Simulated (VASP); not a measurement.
# Cs (Cmce) in VASP: single point with PBEsol

Aim: the single point of Cs with PBEsol.

Program: VASP 6.6.1. These are calculated values, not measurements. Logs are shortened: lines on timing, memory, paths and dates and some standing lists are left out, and cuts for length are marked.

## 1. The cell of the first run

The structure is orthorhombic, space group Cmce (No. 64). Conventional cell: a = 5.743 Å, b = 18.037 Å, c = 8.326 Å, α = 90.00°, β = 90.00°, γ = 90.00°.

## 2. Single point, PBEsol

Contents of INCAR:

```
SYSTEM = Cs
PREC     = Accurate       ! precision mode
ENCUT    = 520            ! plane-wave cutoff, eV
EDIFF    = 1E-6           ! SCF threshold, eV
ISMEAR   = 0              ! smearing method
SIGMA    = 0.1            ! smearing width, eV
LREAL    = .False.        ! projectors in reciprocal space
LASPH    = .True.         ! aspherical terms in the spheres
NELM     = 60             ! most SCF steps
ALGO     = Fast           ! electronic algorithm
ISIF     = 2              ! what is computed and relaxed
LWAVE    = .False.        ! write WAVECAR
LCHARG   = .False.        ! write CHGCAR
GGA      = PS             ! functional
NBANDS   = 26             ! bands
```

Contents of KPOINTS:

```
Automatic mesh
0
Gamma
  4 4 2
  0 0 0
```

Contents of POSCAR:

```
Cs
1.0
    2.8714139598     -9.0183929978      0.0000000000
    2.8714139598      9.0183929978      0.0000000000
    0.0000000000      0.0000000000      8.3262397054
Cs
4
Direct
    0.1309212213      0.8690787787      0.9974124032
    0.6309212213      0.3690787787      0.5025875968
    0.8690787787      0.1309212213      0.0025875968
    0.3690787787      0.6309212213      0.4974124032
```

Potentials or basis: VASP PAW PBE potentials, release 64 (Cs_sv).

Launch:

```
cat potpaw_PBE.64/Cs_sv/POTCAR > POTCAR
mpirun -np 1 vasp_std > vasp.out
```

OUTCAR:

```text
SYSTEM = Cs
   PREC = Accurate
   ENCUT = 520
   EDIFF = 1E-6
   ISMEAR = 0
   LREAL = .False.
   LASPH = .True.
   NELM = 60
   ISIF = 2
   GGA = PS

 ion  position               nearest neighbor table
   1  0.131  0.869  0.997-
   2  0.631  0.369  0.503-
   3  0.869  0.131  0.003-
   4  0.369  0.631  0.497-

  LATTYP: Found a base centered orthorhombic cell.
 ALAT       =     5.7428279196
 B/A-ratio  =     3.1407498619
 C/A-ratio  =     1.4498501125

  Lattice vectors:

 A1 = (   2.8714139598,  -9.0183929978,   0.0000000000)
 A2 = (   2.8714139598,   9.0183929978,   0.0000000000)
 A3 = (   0.0000000000,   0.0000000000,   8.3262397054)

Analysis of symmetry for initial positions (statically):
=====================================================================
 Subroutine PRICEL returns:
 Original cell was already a primitive cell.

 Routine SETGRP: Setting up the symmetry group for a
 base centered orthorhombic supercell.

 Subroutine GETGRP returns: Found  8 space group operations
 (whereof  4 operations were pure point group operations)
 out of a pool of  8 trial point group operations.

The static configuration has the point symmetry C_2h.
 The point group associated with its full space group is D_2h.

Analysis of symmetry for dynamics (positions and initial velocities):
=====================================================================
 Subroutine PRICEL returns:
 Original cell was already a primitive cell.

 Routine SETGRP: Setting up the symmetry group for a
 base centered orthorhombic supercell.

 Subroutine GETGRP returns: Found  8 space group operations
 (whereof  4 operations were pure point group operations)
 out of a pool of  8 trial point group operations.

The dynamic configuration has the point symmetry C_2h.
 The point group associated with its full space group is D_2h.

 Subroutine INISYM returns: Found  8 space group operations
 (whereof  4 operations are pure point group operations),
 and found     1 'primitive' translations

----------------------------------------------------------------------------------------

                                     Primitive cell

  volume of cell :     431.2249

  direct lattice vectors                    reciprocal lattice vectors
[... 77 lines left out ...]
   LASPH  =      T    aspherical Exc in radial PAW
   ENCUT  =  520.0 eV  38.22 Ry    6.18 a.u.  17.60 17.60 15.48*2*pi/ulx,y,z
   NELM   =     60;   NELMIN=  2; NELMDL= -5     # of ELM steps
   EDIFF  = 0.1E-05   stopping-criterion for ELM
   LREAL  =      F    real-space projection
   EDIFFG = 0.1E-04   stopping-criterion for IOM
   NSW    =      0    number of steps for IOM
   IBRION =     -1    ionic relax: 0-MD 1-quasi-New 2-CG
   NFREE  =      0    steps in history (QN), initial steepest desc. (CG)
   ISIF   =      2    stress and relaxation
   ISYM   =      2    0-nonsym 1-usesym 2-fastsym
   POTIM  = 0.5000    time-step for ionic-motion
   TEBEG  =    0.0;   TEEND  =   0.0 temperature during run
   PSTRESS=    0.0 pullay stress
   NELECT =      36.0000    total number of electrons
   NUPDOWN=      -1.0000    fix difference up-down
   EMIN   =  10.00;   EMAX   =-10.00  energy-range for DOS
   EFERMI =   0.00;   METHOD = LEGACY
   ISMEAR =     0;   SIGMA  =   0.10  broadening in eV -4-tet -1-fermi 0-gaus
   EFERMI_NEDOS =   21; number of points for ismear=-14 and -15
   IALGO  =     68    algorithm
   IMIX   =      4    mixing-type and parameters
     AMIX     =   0.40;   BMIX     =  1.00
     AMIX_MAG =   1.60;   BMIX_MAG =  1.00
  volume/ion in A,a.u.               =     107.81       727.51
  Fermi-wavevector in a.u.,A,eV,Ry     =   0.715497  1.352093  6.965308  0.511936
  Thomas-Fermi vector in A             =   1.803673
   LORBIT       =      0    0 simple, 1 ext, 2 COOP (PROOUT), +10 PAW based schemes
   GGA     = PS    functional components
   LHFCALC =     F    Hartree Fock is set to
   AEXX    =    0.0000 exact exchange contribution
   IVDW    =     0    specifies the selected vdW correction
   LEPSILON=     F    determine dielectric tensor
   LRPA    =     F    only Hartree local field effects (RPA)
 non-spin polarized calculation
 RMM-DIIS sequential band-by-band and
 Gauss-broadening in eV      SIGMA  =   0.10
  energy-cutoff  :      520.00
  volume of cell :      431.22
 maximum number of plane-waves:     11638
   NGX = 35   NGY = 35   NGZ = 31

 number of electron      36.0000000 magnetization

 Free energy of the ion-electron system (eV)
  ---------------------------------------------------
  ext. energy  EPLUGINS =         0.00000000
  ---------------------------------------------------
  free energy    TOTEN  =        -3.66869399 eV

  energy without entropy =       -3.63124191  energy(sigma->0) =       -3.64996795

 E-fermi :   0.5339     XC(G=0):  -5.6411

 val. band max:        0.5293131601   @ k =   0.5000   0.2500   0.5000
 cond. band min:       0.5835259493   @ k =  -0.2500   0.2500   0.5000
 fundamental gap:      0.0542127893
 Fermi energy:         0.5339292853

 k-point     1 :       0.0000    0.0000    0.0000
  band No.  band energies     occupation
      1     -23.3174      2.00000
      2     -23.3054      2.00000
      3     -23.3051      2.00000
      4     -23.2943      2.00000
      5     -10.2366      2.00000
      6     -10.2157      2.00000
[... 395 lines left out ...]
     25       2.7276      0.00000
     26       2.7737      0.00000

------------------------ aborting loop because EDIFF is reached ----------------------------------------

  FORCE on cell =-STRESS in cart. coord.  units (eV):
  Direction    XX          YY          ZZ          XY          YZ          ZX
  --------------------------------------------------------------------------------------
  -------------------------------------------------------------------------------------
  Total        0.0653211      0.0924635      0.3546079      0.0000000     -0.0000000      0.0000000
  in kB        0.2426945      0.3435397      1.3175137      0.0000000     -0.0000000      0.0000000
  external PRESSURE =       0.6345827 kB  Pullay stress =       0.0000000 kB

 VOLUME and BASIS-vectors are now :
 -----------------------------------------------------------------------------
  energy-cutoff  :      520.00
  volume of cell :      431.22
      direct lattice vectors                 reciprocal lattice vectors
     2.871413960 -9.018392998  0.000000000     0.174130239 -0.055442250  0.000000000
     2.871413960  9.018392998  0.000000000     0.174130239  0.055442250  0.000000000
     0.000000000  0.000000000  8.326239705     0.000000000  0.000000000  0.120102235

 POSITION                                       TOTAL-FORCE (eV/Angst)
 -----------------------------------------------------------------------------------
      2.87141      6.65699      8.30469         0.000000     -0.020915      0.015652
      2.87141     -2.36140      4.18466         0.000000     -0.020915     -0.015652
      2.87141     -6.65699      0.02154         0.000000      0.020915     -0.015652
      2.87141      2.36140      4.14157         0.000000      0.020915      0.015652
 -----------------------------------------------------------------------------------
    total drift:                                0.000000      0.000000     -0.000000

  FREE ENERGIE OF THE ION-ELECTRON SYSTEM (eV)
  ---------------------------------------------------
  free  energy   TOTEN  =        -3.6686939944 eV

  energy  without entropy=       -3.6312419070  energy(sigma->0) =       -3.64996795
```

OSZICAR:

```text
N       E                     dE             d eps       ncg     rms          rms(c)
DAV:   1     0.292410345925E+03    0.29241E+03   -0.12208E+04   728   0.102E+03
DAV:   2     0.400182884801E+02   -0.25239E+03   -0.24698E+03  1030   0.186E+02
DAV:   3    -0.263853192374E+01   -0.42657E+02   -0.42406E+02   952   0.792E+01
DAV:   4    -0.366558728059E+01   -0.10271E+01   -0.10262E+01   888   0.151E+01
DAV:   5    -0.367531701061E+01   -0.97297E-02   -0.97263E-02   958   0.145E+00    0.320E-01
RMM:   6    -0.366950047618E+01    0.58165E-02   -0.85229E-03   909   0.347E-01    0.214E-01
RMM:   7    -0.366823720886E+01    0.12633E-02   -0.20026E-02   930   0.475E-01    0.867E-02
RMM:   8    -0.366866545019E+01   -0.42824E-03   -0.12809E-03   944   0.146E-01    0.165E-02
RMM:   9    -0.366867179539E+01   -0.63452E-05   -0.52445E-04   993   0.730E-02    0.775E-03
RMM:  10    -0.366868226436E+01   -0.10469E-04   -0.14100E-04   998   0.386E-02    0.441E-03
RMM:  11    -0.366868672057E+01   -0.44562E-05   -0.73351E-05   942   0.184E-02    0.213E-03
RMM:  12    -0.366868936015E+01   -0.26396E-05   -0.29757E-05   767   0.932E-03    0.201E-03
RMM:  13    -0.366869159288E+01   -0.22327E-05   -0.23236E-05   700   0.513E-03    0.209E-03
RMM:  14    -0.366869244023E+01   -0.84735E-06   -0.14609E-05   669   0.604E-03    0.898E-04
RMM:  15    -0.366869330011E+01   -0.85988E-06   -0.10787E-05   615   0.338E-03    0.120E-03
RMM:  16    -0.366869399443E+01   -0.69431E-06   -0.59169E-06   527   0.234E-03
   1 F= -.36686940E+01 E0= -.36499680E+01  d E =-.374521E-01
```

Run time: 3 min. Hardware: 1 thread of AMD EPYC 9R14 (Zen 4), shared host; peak memory 0.65 GiB.

What came out:

```yaml
Free_energy: -3.6687 eV
Pressure: 0.1 GPa
Largest_force: 0.026 eV/Å
Band_gap_on_the_k_mesh: zero (band 18 reaches 0.68 eV, above the bottom of band 19 at 0.10 eV)
```

Forces in eV/Å, atoms in the order of the input:
```
Cs   0.000 -0.021  0.016
Cs   0.000 -0.021 -0.016
Cs   0.000  0.021 -0.016
Cs   0.000  0.021  0.016
```

Stress tensor (GPa, compression positive):
```
0.02 0.00 0.00
0.00 0.03 0.00
0.00 0.00 0.13
```

Levels at points of the mesh, in eV from the Fermi level:
```csv
k point,band 15,band 16,band 17,band 18,band 19,band 20,band 21,band 22
"(0.00, 0.00, 0.00)",-10.53,-10.52,-1.74,-0.08,0.06,0.51,0.70,0.91
"(0.50, 0.00, 0.00)",-10.56,-10.56,-0.24,-0.24,0.48,0.48,1.11,1.11
"(0.50, 0.50, 0.00)",-10.54,-10.53,-1.19,-1.07,0.50,0.57,0.74,0.80
"(0.00, 0.00, 0.50)",-10.53,-10.53,-1.02,-1.02,0.58,0.58,0.67,0.67
"(0.50, 0.00, 0.50)",-10.55,-10.55,-0.05,-0.05,0.35,0.35,0.52,0.52
"(0.50, 0.50, 0.50)",-10.58,-10.58,-0.53,-0.53,-0.44,-0.44,1.24,1.24
```

Caveat: the k points lie up to 0.38 Å⁻¹ apart; the PAW data sets were made with another functional, which shifts forces and pressure a little; spin-orbit coupling is left out, which moves the levels of the heavy elements.
